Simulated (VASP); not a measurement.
# Pd in VASP: further runs, part 2 of 2

VASP 6.6.1. Earlier steps stand in the parts before.

### Step 4. Electric field gradients, PBE (z stretched by -1.5 % at fixed volume)

File INCAR:

```
PREC = Accurate
ENCUT = 520
EDIFF = 1E-8
ISMEAR = -1
SIGMA = 0.05
LREAL = F
LASPH = T
NELM = 100
ALGO = Normal
ISIF = 2
LWAVE = F
LCHARG = F
GGA = PE
LEFG = T
NBANDS = 11
```

File KPOINTS:

```
regular mesh
0
Gamma
  18 18 18
```

File POSCAR:

```
Pd
1.0
    0.0000000000      1.9596529294      1.9157265000
    1.9596529294      0.0000000000      1.9157265000
    1.9596529294      1.9596529294      0.0000000000
Pd
1
Direct
    0.0000000000      0.0000000000      0.0000000000
```

Potentials or basis: VASP PAW PBE potentials, release 64 (Pd).

On the command line:

```console
> cat potpaw_PBE.64/Pd/POTCAR > POTCAR
> mpirun -np 1 vasp_std > vasp.out
```

OUTCAR:

```text
PREC = Accurate
   ENCUT = 520
   EDIFF = 1E-8
   ISMEAR = -1
   LREAL = F
   LASPH = T
   NELM = 100
   ISIF = 2
   GGA = PE

 ion  position               nearest neighbor table
   1  0.000  0.000  0.000-

  LATTYP: Found a body centered tetragonal cell.
 ALAT       =     2.7713677503
 C/A-ratio  =     1.3825133816

  Lattice vectors:

 A1 = (   0.0000000000,  -1.9596529294,  -1.9157265000)
 A2 = (   0.0000000000,   1.9596529294,  -1.9157265000)
 A3 = (   1.9596529294,   0.0000000000,   1.9157265000)

Analysis of symmetry for initial positions (statically):
=====================================================================
 Subroutine PRICEL returns:
 Original cell was already a primitive cell.

 Routine SETGRP: Setting up the symmetry group for a
 body centered tetragonal supercell.

 Subroutine GETGRP returns: Found 16 space group operations
 (whereof 16 operations were pure point group operations)
[... 515 lines left out ...]

 VOLUME and BASIS-vectors are now :
 -----------------------------------------------------------------------------
  energy-cutoff  :      520.00
  volume of cell :       14.71
      direct lattice vectors                 reciprocal lattice vectors
     0.000000000  1.959652929  1.915726500    -0.255147221  0.255147221  0.260997590
     1.959652929  0.000000000  1.915726500     0.255147221 -0.255147221  0.260997590
     1.959652929  1.959652929  0.000000000     0.255147221  0.255147221 -0.260997590

 POSITION                                       TOTAL-FORCE (eV/Angst)
 -----------------------------------------------------------------------------------
      0.00000      0.00000      0.00000         0.000000      0.000000      0.000000
 -----------------------------------------------------------------------------------
    total drift:                               -0.000000     -0.000000     -0.000000

  FREE ENERGIE OF THE ION-ELECTRON SYSTEM (eV)
  ---------------------------------------------------
  free  energy   TOTEN  =        -5.2158858351 eV

  energy  without entropy=       -5.1979142558  energy(sigma->0) =       -5.20690005

 Electric field gradients (V/A^2)
---------------------------------------------------------------------
 ion       V_xx      V_yy      V_zz      V_xy      V_xz      V_yz
---------------------------------------------------------------------
   1      -1.415    -1.415     2.830     0.001    -0.001    -0.001
---------------------------------------------------------------------

 Electric field gradients after diagonalization (V/A^2)
 (convention: |V_zz| > |V_xx| > |V_yy|)
----------------------------------------------------------------------
 ion       V_xx      V_yy      V_zz     asymmetry (V_yy - V_xx)/ V_zz
----------------------------------------------------------------------
   1      -1.416    -1.414     2.830       0.001
----------------------------------------------------------------------

           NMR quadrupolar parameters

 Cq : quadrupolar parameter    Cq=e*Q*V_zz/h
 eta: asymmetry parameters     (V_yy - V_xx)/ V_zz
 Q  : nuclear electric quadrupole moment in mb (millibarn)
----------------------------------------------------------------------
 ion       Cq(MHz)       eta       Q (mb)
----------------------------------------------------------------------
   1       0.007       0.001       1.000
----------------------------------------------------------------------
```

OSZICAR:

```text
N       E                     dE             d eps       ncg     rms          rms(c)
DAV:   1     0.426213550114E+02    0.42621E+02   -0.51864E+03 10632   0.855E+02
DAV:   2    -0.493925290209E+01   -0.47561E+02   -0.45999E+02 11827   0.183E+02
DAV:   3    -0.549270628340E+01   -0.55345E+00   -0.54993E+00 12699   0.211E+01
DAV:   4    -0.549512364490E+01   -0.24174E-02   -0.24170E-02 12810   0.146E+00
DAV:   5    -0.549514919445E+01   -0.25550E-04   -0.25550E-04 13951   0.136E-01    0.781E+00
DAV:   6    -0.523003770003E+01    0.26511E+00   -0.10698E+00 13029   0.843E+00    0.384E+00
DAV:   7    -0.521960071873E+01    0.10437E-01   -0.24015E-02 13917   0.103E+00    0.197E+00
DAV:   8    -0.521590405484E+01    0.36967E-02   -0.13543E-03 13156   0.323E-01    0.880E-02
DAV:   9    -0.521588218648E+01    0.21868E-04   -0.13787E-04 13413   0.994E-02    0.265E-02
DAV:  10    -0.521588661585E+01   -0.44294E-05   -0.88841E-06 13104   0.266E-02    0.830E-03
DAV:  11    -0.521588573739E+01    0.87846E-06   -0.11495E-07 13977   0.356E-03    0.160E-03
DAV:  12    -0.521588582658E+01   -0.89186E-07   -0.30023E-09 10409   0.495E-04    0.176E-04
DAV:  13    -0.521588583511E+01   -0.85359E-08   -0.43101E-10  8790   0.211E-04
   1 F= -.52158858E+01 E0= -.52069000E+01  d E =-.179716E-01
```

stdout:

```text
POSCAR found type information on POSCAR Pd
 POSCAR found :  1 types and       1 ions
 scaLAPACK will be used
 LDA part: xc-table for (Slater+PW92), standard interpolation
 POSCAR, INCAR and KPOINTS ok, starting setup
 FFT: planning ... GRIDC
 FFT: planning ... GRID_SOFT
 FFT: planning ... GRID
 WAVECAR not read
 entering main loop
ion   1
```

It took 67 s on 1 thread of AMD EPYC 7R13 (Zen 3), shared host; peak memory 0.16 GiB.

Results:

- Free energy: -5.2159 eV
- Pressure: 7.3 GPa
- Band gap on the k mesh: zero (band 5 reaches 10.18 eV, above the bottom of band 6 at 8.54 eV)

Stress tensor (GPa, compression positive):
```
6.87 0.00 0.00
0.00 6.87 0.00
0.00 0.00 8.11
```

Electric field gradients, principal values (V/Å²):
| atom | least | middle | greatest (by size) |
| --- | --- | --- | --- |
| 1 Pd | -1.414 | -1.416 | 2.830 |

Caveat: the cell differs from its parent crystal (z stretched by -1.5 % at fixed volume); without QUAD_EFG the Cq values of the log hold for a quadrupole moment of 1 mb, not for the nuclei.

### Step 5. Electric field gradients, PBE+D3(BJ)

This run uses another cell than the first one, of 14.71 Å³/atom, 0.962 times its volume.

INCAR: that of step 4 with these lines changed.

```diff
@@ -7,3 +7,3 @@
 LASPH = T
-NELM = 100
+NELM = 80
 ALGO = Normal
@@ -13,2 +13,3 @@
 GGA = PE
+IVDW = 12
 LEFG = T
```

KPOINTS is that of step 4.

POSCAR is that of step 4.

Potentials or basis: VASP PAW PBE potentials, release 64 (Pd).

On the command line:

```console
> cat potpaw_PBE.64/Pd/POTCAR > POTCAR
> mpirun -np 1 vasp_std > vasp.out
```

OUTCAR:

```text
PREC = Accurate
   ENCUT = 520
   EDIFF = 1E-8
   ISMEAR = -1
   LREAL = F
   LASPH = T
   NELM = 80
   ISIF = 2
   GGA = PE
   IVDW = 12
 IVDW          = 12

 ion  position               nearest neighbor table
   1  0.000  0.000  0.000-

  LATTYP: Found a body centered tetragonal cell.
 ALAT       =     2.7713677503
 C/A-ratio  =     1.3825133816

[... 548 lines left out ...]
 -----------------------------------------------------------------------------------
    total drift:                               -0.000000     -0.000000     -0.000000

  FREE ENERGIE OF THE ION-ELECTRON SYSTEM (eV)
  ---------------------------------------------------
  free  energy   TOTEN  =        -5.8856956949 eV

  energy  without entropy=       -5.8677241156  energy(sigma->0) =       -5.87670991

 Electric field gradients (V/A^2)
---------------------------------------------------------------------
 ion       V_xx      V_yy      V_zz      V_xy      V_xz      V_yz
---------------------------------------------------------------------
   1      -1.415    -1.415     2.830     0.001    -0.001    -0.001
---------------------------------------------------------------------

 Electric field gradients after diagonalization (V/A^2)
 (convention: |V_zz| > |V_xx| > |V_yy|)
----------------------------------------------------------------------
 ion       V_xx      V_yy      V_zz     asymmetry (V_yy - V_xx)/ V_zz
----------------------------------------------------------------------
   1      -1.416    -1.414     2.830       0.001
----------------------------------------------------------------------

           NMR quadrupolar parameters

 Cq : quadrupolar parameter    Cq=e*Q*V_zz/h
 eta: asymmetry parameters     (V_yy - V_xx)/ V_zz
 Q  : nuclear electric quadrupole moment in mb (millibarn)
----------------------------------------------------------------------
 ion       Cq(MHz)       eta       Q (mb)
----------------------------------------------------------------------
   1       0.007       0.001       1.000
----------------------------------------------------------------------
```

stdout:

```text
POSCAR found type information on POSCAR Pd
 POSCAR found :  1 types and       1 ions
 scaLAPACK will be used
 LDA part: xc-table for (Slater+PW92), standard interpolation
 POSCAR, INCAR and KPOINTS ok, starting setup
 FFT: planning ... GRIDC
 FFT: planning ... GRID_SOFT
 FFT: planning ... GRID
 WAVECAR not read
 entering main loop
ion   1
```

It took 65 s on 1 thread of AMD EPYC 7R13 (Zen 3), shared host; peak memory 0.17 GiB.

What came out:

- Free energy: -5.8857 eV
- Pressure: -0.3 GPa
- Band gap on the k mesh: zero (band 5 reaches 10.18 eV, above the bottom of band 6 at 8.54 eV)
- Dispersion energy per atom: -0.670 eV

Electric field gradients, principal values (V/Å²):
```
atom   least  middle  greatest (by size)
1 Pd  -1.414  -1.416               2.830
```

Caveat: without QUAD_EFG the Cq values of the log hold for a quadrupole moment of 1 mb, not for the nuclei; pairwise dispersion overbinds metals, which lowers pressure and volume.

### Step 6. Electric field gradients, PBE (volume scaled by 1.02)

File INCAR:

```
PREC = Accurate
ENCUT = 520
EDIFF = 1E-8
ISMEAR = -1
SIGMA = 0.05
LREAL = False
LASPH = True
NELM = 100
ALGO = Normal
ISIF = 2
LWAVE = False
LCHARG = False
GGA = PE
LEFG = True
NBANDS = 11
```

File KPOINTS:

```
Automatic mesh
0
Gamma
  18 18 18
```

File POSCAR:

```
Pd
1.0
    0.0000000000      1.9577805078      1.9577805078
    1.9577805078      0.0000000000      1.9577805078
    1.9577805078      1.9577805078      0.0000000000
Pd
1
Direct
    0.0000000000      0.0000000000      0.0000000000
```

Potentials or basis: VASP PAW PBE potentials, release 64 (Pd).

On the command line:

```console
> cat potpaw_PBE.64/Pd/POTCAR > POTCAR
> mpirun -np 1 vasp_std > vasp.out
```

OUTCAR:

```text
PREC = Accurate
   ENCUT = 520
   EDIFF = 1E-8
   ISMEAR = -1
   LREAL = False
   LASPH = True
   NELM = 100
   ISIF = 2
   GGA = PE

 ion  position               nearest neighbor table
   1  0.000  0.000  0.000-

  LATTYP: Found a face centered cubic cell.
 ALAT       =     3.9155610156

  Lattice vectors:

 A1 = (   0.0000000000,   1.9577805078,   1.9577805078)
 A2 = (   1.9577805078,   0.0000000000,   1.9577805078)
 A3 = (   1.9577805078,   1.9577805078,   0.0000000000)

Analysis of symmetry for initial positions (statically):
=====================================================================
 Subroutine PRICEL returns:
 Original cell was already a primitive cell.

 Routine SETGRP: Setting up the symmetry group for a
 face centered cubic supercell.

 Subroutine GETGRP returns: Found 48 space group operations
 (whereof 48 operations were pure point group operations)
 out of a pool of 48 trial point group operations.

The static configuration has the point symmetry O_h .

Analysis of symmetry for dynamics (positions and initial velocities):
=====================================================================
 Subroutine PRICEL returns:
 Original cell was already a primitive cell.

 Routine SETGRP: Setting up the symmetry group for a
 face centered cubic supercell.

 Subroutine GETGRP returns: Found 48 space group operations
 (whereof 48 operations were pure point group operations)
 out of a pool of 48 trial point group operations.

The dynamic configuration has the point symmetry O_h .

 Subroutine INISYM returns: Found 48 space group operations
[... 151 lines left out ...]

 k-point     1 :       0.0000    0.0000    0.0000
  band No.  band energies     occupation
      1       2.4869      2.00000
      2       6.7312      2.00000
      3       6.7312      2.00000
      4       6.7312      2.00000
      5       8.2963      2.00000
      6       8.2963      2.00000
      7      26.6762      0.00000
      8      31.3546      0.00000
      9      31.3546      0.00000
     10      31.3546      0.00000
     11      35.7688      0.00000
[... 309 lines left out ...]
 k-point    24 :      -0.2222    0.0556    0.0000
  band No.  band energies     occupation
      1       4.1795      2.00000
      2       6.5183      2.00000
      3       7.0481      2.00000
      4       7.0807      2.00000
      5       8.1824      2.00000
      6       8.6935      2.00000
      7      24.2793      0.00000
      8      27.6746      0.00000
      9      31.4945      0.00000
     10      33.9134      0.00000
     11      34.2676      0.00000

 [... further k-points ...]
[... 5 lines left out ...]
  --------------------------------------------------------------------------------------
  -------------------------------------------------------------------------------------
  Total        0.3141372      0.3141372      0.3141372      0.0000000     -0.0000000      0.0000000
  in kB       33.5357404     33.5357404     33.5357404      0.0000000     -0.0000000      0.0000000
  external PRESSURE =      33.5357404 kB  Pullay stress =       0.0000000 kB

 VOLUME and BASIS-vectors are now :
 -----------------------------------------------------------------------------
  energy-cutoff  :      520.00
  volume of cell :       15.01
      direct lattice vectors                 reciprocal lattice vectors
     0.000000000  1.957780508  1.957780508    -0.255391244  0.255391244  0.255391244
     1.957780508  0.000000000  1.957780508     0.255391244 -0.255391244  0.255391244
     1.957780508  1.957780508  0.000000000     0.255391244  0.255391244 -0.255391244

 POSITION                                       TOTAL-FORCE (eV/Angst)
 -----------------------------------------------------------------------------------
      0.00000      0.00000      0.00000         0.000000     -0.000000     -0.000000
 -----------------------------------------------------------------------------------
    total drift:                               -0.000000      0.000000     -0.000000

  FREE ENERGIE OF THE ION-ELECTRON SYSTEM (eV)
  ---------------------------------------------------
  free  energy   TOTEN  =        -5.2266185324 eV

  energy  without entropy=       -5.2080991504  energy(sigma->0) =       -5.21735884

 Electric field gradients (V/A^2)
---------------------------------------------------------------------
 ion       V_xx      V_yy      V_zz      V_xy      V_xz      V_yz
---------------------------------------------------------------------
   1      -0.000     0.000    -0.000    -0.000    -0.000    -0.000
---------------------------------------------------------------------

 Electric field gradients after diagonalization (V/A^2)
 (convention: |V_zz| > |V_xx| > |V_yy|)
----------------------------------------------------------------------
 ion       V_xx      V_yy      V_zz     asymmetry (V_yy - V_xx)/ V_zz
----------------------------------------------------------------------
   1       0.000     0.000    -0.001       0.000
----------------------------------------------------------------------

           NMR quadrupolar parameters

 Cq : quadrupolar parameter    Cq=e*Q*V_zz/h
 eta: asymmetry parameters     (V_yy - V_xx)/ V_zz
 Q  : nuclear electric quadrupole moment in mb (millibarn)
----------------------------------------------------------------------
 ion       Cq(MHz)       eta       Q (mb)
----------------------------------------------------------------------
   1      -0.000       0.000       1.000
----------------------------------------------------------------------
```

stdout:

```text
POSCAR found type information on POSCAR Pd
 POSCAR found :  1 types and       1 ions
 scaLAPACK will be used
 LDA part: xc-table for (Slater+PW92), standard interpolation
 POSCAR, INCAR and KPOINTS ok, starting setup
 FFT: planning ... GRIDC
 FFT: planning ... GRID_SOFT
 FFT: planning ... GRID
 WAVECAR not read
 entering main loop
ion   1
```

Run time: 16 s. Hardware: 1 thread of Intel Xeon 6975P-C (Granite Rapids), shared host; peak memory 0.16 GiB.

Results:

| Quantity | Value |
| --- | --- |
| Free energy | -5.2266 eV |
| Pressure | 3.4 GPa |
| Band gap on the k mesh | zero (band 5 reaches 9.77 eV, above the bottom of band 6 at 8.23 eV) |

Caveat: the cell differs from its parent crystal (volume scaled by 1.02); without QUAD_EFG the Cq values of the log hold for a quadrupole moment of 1 mb, not for the nuclei.

### Step 7. The runs side by side

| level | cell | gap on the mesh (eV) | pressure (GPa) |
| --- | --- | --- | --- |
| PBE | a = 2.787 Å, angles 60.0°, 1 atom | none | -0.1 |
| PBE | a = 2.740, b = 2.740, c = 2.771 Å, angles 59.6, 59.6, 60.7°, 1 atom | none | 7.3 |
| PBE+D3(BJ) | a = 2.740, b = 2.740, c = 2.771 Å, angles 59.6, 59.6, 60.7°, 1 atom | none | -0.3 |
| PBE | a = 2.769 Å, angles 60.0°, 1 atom | none | 3.4 |

Alike in all rows: task electric field gradients; potentials or basis VASP PAW PBE potentials, release 64 (Pd); no spin polarisation; k mesh 18 × 18 × 18; cutoff (eV) 520; smearing fermi-dirac 0.05 eV.

Caveats: pairwise dispersion overbinds metals, which lowers pressure and volume (some runs).

Absolute energies hang on the potentials; compare differences alone.
